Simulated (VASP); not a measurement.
# Sr (Fm-3m) in VASP: notebook

Runs on Sr. Level: r2SCAN. Tasks: single point, relaxation of cell and atoms.

Program: VASP 6.6.1. These are calculated values, not measurements. Logs are shortened: lines on timing, memory, paths and dates and some standing lists are left out, and cuts for length are marked.

## 1. The cell of the first run

It takes space group Fm-3m (No. 225, cubic). The conventional cell has a = 6.127 Å, b = 6.127 Å, c = 6.127 Å, α = 90.00°, β = 90.00°, γ = 90.00°. Sr (site symmetry m-3m) has 12 Sr at 4.33 Å within 5.7 Å.

## 2. Single point, r2SCAN

Contents of POSCAR:

```
Sr
1.0
    0.0000000000      3.0632687201      3.0632687201
    3.0632687201      0.0000000000      3.0632687201
    3.0632687201      3.0632687201      0.0000000000
Sr
1
Direct
    0.0000000000      0.0000000000      0.0000000000
```

Contents of INCAR.step1:

```
PREC = Accurate
ENCUT = 520
ISMEAR = 1
SIGMA = 0.05
LREAL = F
LASPH = T
NELM = 80
NBANDS = 11
GGA = PE
ALGO = Normal
EDIFF = 1E-4
LWAVE = T
LCHARG = F
```

Contents of INCAR.step2:

```
PREC = Accurate
ENCUT = 520
EDIFF = 1E-7
ISMEAR = 1
SIGMA = 0.05
LREAL = F
LASPH = T
NELM = 80
ALGO = Normal
ISIF = 2
LWAVE = F
LCHARG = F
METAGGA = R2SCAN
LMIXTAU = T
NBANDS = 11
ISTART = 1
```

Contents of KPOINTS:

```
Automatic mesh
0
Gamma
  7 7 7
```

Potentials or basis: VASP PAW PBE potentials, release 64 (Sr_sv).

The run is started by

```console
cat potpaw_PBE.64/Sr_sv/POTCAR > POTCAR
cp INCAR.step1 INCAR
mpirun -np 1 vasp_std > vasp.out
cp INCAR.step2 INCAR
mpirun -np 1 vasp_std > vasp.out
```

OUTCAR:

```text
PREC = Accurate
   ENCUT = 520
   EDIFF = 1E-7
   ISMEAR = 1
   LREAL = F
   LASPH = T
   NELM = 80
   ISIF = 2
   METAGGA = R2SCAN
   ISTART = 1

 ion  position               nearest neighbor table
   1  0.000  0.000  0.000-

  LATTYP: Found a face centered cubic cell.
 ALAT       =     6.1265374402

  Lattice vectors:

 A1 = (   0.0000000000,   3.0632687201,   3.0632687201)
 A2 = (   3.0632687201,   0.0000000000,   3.0632687201)
 A3 = (   3.0632687201,   3.0632687201,   0.0000000000)

Analysis of symmetry for initial positions (statically):
=====================================================================
 Subroutine PRICEL returns:
 Original cell was already a primitive cell.

 Routine SETGRP: Setting up the symmetry group for a
 face centered cubic supercell.

 Subroutine GETGRP returns: Found 48 space group operations
 (whereof 48 operations were pure point group operations)
 out of a pool of 48 trial point group operations.

The static configuration has the point symmetry O_h .

Analysis of symmetry for dynamics (positions and initial velocities):
=====================================================================
 Subroutine PRICEL returns:
 Original cell was already a primitive cell.

 Routine SETGRP: Setting up the symmetry group for a
 face centered cubic supercell.

 Subroutine GETGRP returns: Found 48 space group operations
 (whereof 48 operations were pure point group operations)
 out of a pool of 48 trial point group operations.

The dynamic configuration has the point symmetry O_h .

 Subroutine INISYM returns: Found 48 space group operations
 (whereof 48 operations are pure point group operations),
 and found     1 'primitive' translations

----------------------------------------------------------------------------------------

                                     Primitive cell

  volume of cell :      57.4891

  direct lattice vectors                    reciprocal lattice vectors
     0.000000000  3.063268720  3.063268720    -0.163224335  0.163224335  0.163224335
     3.063268720  0.000000000  3.063268720     0.163224335 -0.163224335  0.163224335
     3.063268720  3.063268720  0.000000000     0.163224335  0.163224335 -0.163224335

  length of vectors
     4.332116169  4.332116169  4.332116169     0.282712841  0.282712841  0.282712841

  position of ions in fractional coordinates (direct lattice)
     0.000000000  0.000000000  0.000000000

  ion indices of the primitive-cell ions
   primitive index   ion index
                 1           1

----------------------------------------------------------------------------------------

 KPOINTS: Automatic mesh

Automatic generation of k-mesh.
 Grid dimensions read from file:
 generate k-points for:    7    7    7

 Generating k-lattice:

  Cartesian coordinates                     Fractional coordinates (reciprocal lattice)
    -0.023317762  0.023317762  0.023317762     0.142857143  0.000000000  0.000000000
     0.023317762 -0.023317762  0.023317762     0.000000000  0.142857143  0.000000000
     0.023317762  0.023317762 -0.023317762     0.000000000  0.000000000  0.142857143

  Length of vectors
     0.040387549  0.040387549  0.040387549

  Shift w.r.t. Gamma in fractional coordinates (k-lattice)
     0.000000000  0.000000000  0.000000000

 Subroutine IBZKPT returns following result:
 ===========================================

 Found     20 irreducible k-points:

 Following reciprocal coordinates:
            Coordinates               Weight
  0.000000  0.000000  0.000000      1.000000
  0.142857  0.000000  0.000000      8.000000
  0.285714  0.000000  0.000000      8.000000
  0.428571  0.000000  0.000000      8.000000
  0.142857  0.142857  0.000000      6.000000
  0.285714  0.142857  0.000000     24.000000
[... 12 lines left out ...]
 -0.428571  0.428571  0.142857     24.000000
 -0.285714  0.428571  0.142857     24.000000
   k-points           NKPTS =     20   k-points in BZ     NKDIM =     20   number of bands    NBANDS=     11
   number of dos      NEDOS =    301   number of ions     NIONS =      1
   total plane-waves  NPLWV =  32768
   dimension x,y,z NGX =    32 NGY =   32 NGZ =   32
   dimension x,y,z NGXF=    64 NGYF=   64 NGZF=   64
   ions per type =               1
   NGX,Y,Z   is equivalent  to a cutoff of  12.28, 12.28, 12.28 a.u.
   NGXF,Y,Z  is equivalent  to a cutoff of  24.56, 24.56, 24.56 a.u.
 SYSTEM =  unknown system
   PREC   = accura    normal or accurate (medium, high low for compatibility)
   ISTART =      1    job   : 0-new  1-cont  2-samecut
   ICHARG =      0    charge: 1-file 2-atom 10-const
   ISPIN  =      1    spin polarized calculation?
   LNONCOLLINEAR =      F non collinear calculations
   LSORBIT =      F    spin-orbit coupling
   LASPH  =      T    aspherical Exc in radial PAW
   ENCUT  =  520.0 eV  38.22 Ry    6.18 a.u.   8.05  8.05  8.05*2*pi/ulx,y,z
   NELM   =     80;   NELMIN=  2; NELMDL=  0     # of ELM steps
   EDIFF  = 0.1E-06   stopping-criterion for ELM
   LREAL  =      F    real-space projection
   EDIFFG = 0.1E-05   stopping-criterion for IOM
   NSW    =      0    number of steps for IOM
   IBRION =     -1    ionic relax: 0-MD 1-quasi-New 2-CG
   NFREE  =      0    steps in history (QN), initial steepest desc. (CG)
   ISIF   =      2    stress and relaxation
   ISYM   =      2    0-nonsym 1-usesym 2-fastsym
   POTIM  = 0.5000    time-step for ionic-motion
   TEBEG  =    0.0;   TEEND  =   0.0 temperature during run
   PSTRESS=    0.0 pullay stress
   NELECT =      10.0000    total number of electrons
   NUPDOWN=      -1.0000    fix difference up-down
   EMIN   =  10.00;   EMAX   =-10.00  energy-range for DOS
   EFERMI =   0.00;   METHOD = LEGACY
   ISMEAR =     1;   SIGMA  =   0.05  broadening in eV -4-tet -1-fermi 0-gaus
   EFERMI_NEDOS =   21; number of points for ismear=-14 and -15
   IALGO  =     38    algorithm
   IMIX   =      4    mixing-type and parameters
     AMIX     =   0.40;   BMIX     =  1.00
     AMIX_MAG =   1.60;   BMIX_MAG =  1.00
  volume/ion in A,a.u.               =      57.49       387.96
  Fermi-wavevector in a.u.,A,eV,Ry     =   0.913860  1.726945 11.362774  0.835140
  Thomas-Fermi vector in A             =   2.038420
   LORBIT       =      0    0 simple, 1 ext, 2 COOP (PROOUT), +10 PAW based schemes
   METAGGA = R2SCAN    functional components
   LHFCALC =     F    Hartree Fock is set to
   AEXX    =    0.0000 exact exchange contribution
   IVDW    =     0    specifies the selected vdW correction
   LEPSILON=     F    determine dielectric tensor
   LRPA    =     F    only Hartree local field effects (RPA)
 non-spin polarized calculation
 Methfessel and Paxton  Order N= 1 SIGMA  =   0.05
  energy-cutoff  :      520.00
  volume of cell :       57.49
 maximum number of plane-waves:      1564
   NGX = 17   NGY = 17   NGZ = 17

 number of electron      10.0000000 magnetization

 Free energy of the ion-electron system (eV)
  ---------------------------------------------------
  ext. energy  EPLUGINS =         0.00000000
  ---------------------------------------------------
  free energy    TOTEN  =       -15.10180406 eV

  energy without entropy =      -15.10217478  energy(sigma->0) =      -15.10192763

 E-fermi :   1.4720     XC(G=0):  -7.6547

 val. band max:        1.4325896801   @ k =  -0.4286   0.1429   0.0000
 cond. band min:       1.5094942088   @ k =  -0.2857   0.4286   0.1429
 fundamental gap:      0.0769045288
 Fermi energy:         1.4720417452

 k-point     1 :       0.0000    0.0000    0.0000
  band No.  band energies     occupation
      1     -36.6720      2.00000
      2     -17.9351      2.00000
      3     -17.9351      2.00000
      4     -17.9351      2.00000
      5      -2.3149      2.00000
      6       4.0988      0.00000
      7       4.0988      0.00000
      8       4.0988      0.00000
      9       5.5787      0.00000
     10       5.5787      0.00000
     11       8.8423      0.00000

 k-point     2 :       0.1429    0.0000    0.0000
  band No.  band energies     occupation
      1     -36.6697      2.00000
      2     -17.9687      2.00000
      3     -17.9396      2.00000
      4     -17.9396      2.00000
      5      -1.9873      2.00000
      6       3.5892      0.00000
      7       4.2267      0.00000
      8       4.2267      0.00000
      9       5.4173      0.00000
     10       5.4173      0.00000
     11       9.4770      0.00000

 k-point     3 :       0.2857    0.0000    0.0000
  band No.  band energies     occupation
      1     -36.6645      2.00000
      2     -18.0429      2.00000
      3     -17.9496      2.00000
      4     -17.9496      2.00000
      5      -1.0888      2.00000
      6       2.6361      0.00000
      7       4.1848      0.00000
      8       4.1848      0.00000
      9       5.6658      0.00000
     10       5.6658      0.00000
     11       8.2801      0.00000

 k-point     4 :       0.4286    0.0000    0.0000
  band No.  band energies     occupation
      1     -36.6603      2.00000
      2     -18.1012      2.00000
      3     -17.9577      2.00000
      4     -17.9577      2.00000
      5       0.0766      2.00000
      6       1.6553     -0.00000
      7       3.9497      0.00000
      8       3.9497      0.00000
      9       6.4415      0.00000
     10       6.4415      0.00000
     11       7.5529      0.00000
[... 183 lines left out ...]
 k-point    18 :      -0.4286    0.2857    0.1429
  band No.  band energies     occupation
      1     -36.6577      2.00000
      2     -18.0758      2.00000
      3     -18.0116      2.00000
      4     -17.9755      2.00000
      5       0.7710      2.00000
      6       1.8408     -0.00000
      7       2.7923      0.00000
      8       4.4748      0.00000
      9       5.9422      0.00000
     10       6.7652      0.00000
     11       7.3422      0.00000

 k-point    19 :      -0.4286    0.4286    0.1429
  band No.  band energies     occupation
      1     -36.6563      2.00000
      2     -18.0778      2.00000
      3     -18.0141      2.00000
      4     -17.9942      2.00000
      5       0.9751      2.00000
      6       2.0742     -0.00000
      7       2.3992     -0.00000
      8       4.8406      0.00000
      9       6.2699      0.00000
     10       6.9227      0.00000
     11       7.3456      0.00000

 k-point    20 :      -0.2857    0.4286    0.1429
  band No.  band energies     occupation
      1     -36.6560      2.00000
      2     -18.0560      2.00000
      3     -18.0454      2.00000
      4     -17.9913      2.00000
      5       1.5095      0.04832
      6       1.9532     -0.00000
      7       2.1913     -0.00000
      8       4.3127      0.00000
      9       6.4291      0.00000
     10       6.4954      0.00000
     11       7.6815      0.00000

------------------------ aborting loop because EDIFF is reached ----------------------------------------

  FORCE on cell =-STRESS in cart. coord.  units (eV):
  Direction    XX          YY          ZZ          XY          YZ          ZX
  --------------------------------------------------------------------------------------
  -------------------------------------------------------------------------------------
  Total        0.0136990      0.0136990      0.0136990      0.0000000      0.0000000      0.0000000
  in kB        0.3817809      0.3817809      0.3817809      0.0000000      0.0000000      0.0000000
  external PRESSURE =       0.3817809 kB  Pullay stress =       0.0000000 kB

 VOLUME and BASIS-vectors are now :
 -----------------------------------------------------------------------------
  energy-cutoff  :      520.00
  volume of cell :       57.49
      direct lattice vectors                 reciprocal lattice vectors
     0.000000000  3.063268720  3.063268720    -0.163224335  0.163224335  0.163224335
     3.063268720  0.000000000  3.063268720     0.163224335 -0.163224335  0.163224335
     3.063268720  3.063268720  0.000000000     0.163224335  0.163224335 -0.163224335

 POSITION                                       TOTAL-FORCE (eV/Angst)
 -----------------------------------------------------------------------------------
      0.00000      0.00000      0.00000         0.000000      0.000000      0.000000
 -----------------------------------------------------------------------------------
    total drift:                                0.000000      0.000000      0.000000

  FREE ENERGIE OF THE ION-ELECTRON SYSTEM (eV)
  ---------------------------------------------------
  free  energy   TOTEN  =       -15.1018040564 eV

  energy  without entropy=      -15.1021747805  energy(sigma->0) =      -15.10192763
```

It took 21 s on 1 thread of Intel Xeon 6975P-C (Granite Rapids), shared host; peak memory 0.18 GiB.

Results:

```yaml
Free_energy: -15.1018 eV
Pressure: 0.0 GPa
Band_gap_on_the_k_mesh: zero (bands 5 and 6 overlap by 0.08 eV)
```

Caveat: the PAW data sets were made with another functional, which shifts forces and pressure a little.

## 3. Relaxation of cell and atoms, r2SCAN

This run uses another cell than the first one, of 56.32 Å³/atom.

Contents of POSCAR:

```
Sr
1.0
    0.0000000000      3.0423500000      3.0423500000
    3.0423500000      0.0000000000      3.0423500000
    3.0423500000      3.0423500000      0.0000000000
Sr
1
Direct
    0.0000000000      0.0000000000      0.0000000000
```

Contents of INCAR.step1:

```
SYSTEM = Sr
PREC     = Accurate       ! precision mode
ENCUT    = 600            ! plane-wave cutoff, eV
ISMEAR   = 1              ! smearing method
SIGMA    = 0.05           ! smearing width, eV
LREAL    = .FALSE.        ! projectors in reciprocal space
LASPH    = .TRUE.         ! aspherical terms in the spheres
NELM     = 80             ! most SCF steps
GGA      = PE             ! functional
ALGO     = Normal         ! electronic algorithm
EDIFF    = 1E-4           ! SCF threshold, eV
LWAVE    = .TRUE.         ! write WAVECAR
LCHARG   = .FALSE.        ! write CHGCAR
```

Contents of INCAR.step2:

```
SYSTEM = Sr
PREC     = Accurate       ! precision mode
ENCUT    = 600            ! plane-wave cutoff, eV
EDIFF    = 1E-6           ! SCF threshold, eV
ISMEAR   = 1              ! smearing method
SIGMA    = 0.05           ! smearing width, eV
LREAL    = .FALSE.        ! projectors in reciprocal space
LASPH    = .TRUE.         ! aspherical terms in the spheres
NELM     = 80             ! most SCF steps
ALGO     = Normal         ! electronic algorithm
ISIF     = 3              ! what is computed and relaxed
LWAVE    = .FALSE.        ! write WAVECAR
LCHARG   = .FALSE.        ! write CHGCAR
METAGGA  = R2SCAN         ! meta-GGA
LMIXTAU  = .TRUE.       
IBRION   = 2              ! ionic algorithm
NSW      = 80             ! ionic steps
EDIFFG   = -0.03          ! ionic threshold
ISTART   = 1
```

Contents of KPOINTS:

```
regular mesh
0
G
  7 7 7
  0 0 0
```

Potentials or basis: VASP PAW PBE potentials, release 64 (Sr_sv).

The run is started by

```console
cat potpaw_PBE.64/Sr_sv/POTCAR > POTCAR
cp INCAR.step1 INCAR
mpirun -np 1 vasp_std > vasp.out
cp INCAR.step2 INCAR
mpirun -np 1 vasp_std > vasp.out
```

It took 65 s on 1 thread of Intel Xeon 6975P-C (Granite Rapids), shared host; peak memory 0.22 GiB.

The run converged. Its results:

```
Free energy                           : -15.1019 eV
Relaxed volume                        : 57.77 Å³/atom
Relaxed cell                          : a = 4.339 Å, b = 4.339 Å, c = 4.339 Å, α = 60.00°, β = 60.00°, γ = 60.00°
Space group after relaxing (to 0.1 Å) : Fm-3m (No. 225)
Energy gained by relaxing             : 1.2 meV/atom
Ionic steps                           : 3
Pressure after relaxing               : 0.0 GPa
Band gap on the k mesh                : zero (bands 5 and 6 overlap by 0.08 eV)
```

The path:
| step | energy change (eV) | largest force (eV/Å) | pressure (GPa) | volume (Å³) |
| --- | --- | --- | --- | --- |
| 1 | 0.0000 | 0.0000 | 0.27 | 56.32 |
| 2 | -0.0010 | 0.0000 | 0.12 | 57.11 |
| 3 | -0.0012 | 0.0000 | -0.02 | 57.77 |

Final structure:
```
CELL_PARAMETERS angstrom
0.00000 3.06831 3.06831
3.06831 0.00000 3.06831
3.06831 3.06831 0.00000
ATOMIC_POSITIONS crystal
Sr 0.00000 0.00000 0.00000
```

Levels at points of the mesh, in eV from the Fermi level:
```
           k point  band 1  band 2  band 3  band 4  band 5  band 6  band 7  band 8  band 9
(0.00, 0.00, 0.00)  -38.15  -19.42  -19.42  -19.42   -3.78    2.62    2.62    2.62    4.10
```

Caveat: the PAW data sets were made with another functional, which shifts forces and pressure a little. Zero-point motion and thermal expansion aren't in these numbers.

The gap in the log of VASP goes by the Fermi energy; the results here count the filled bands.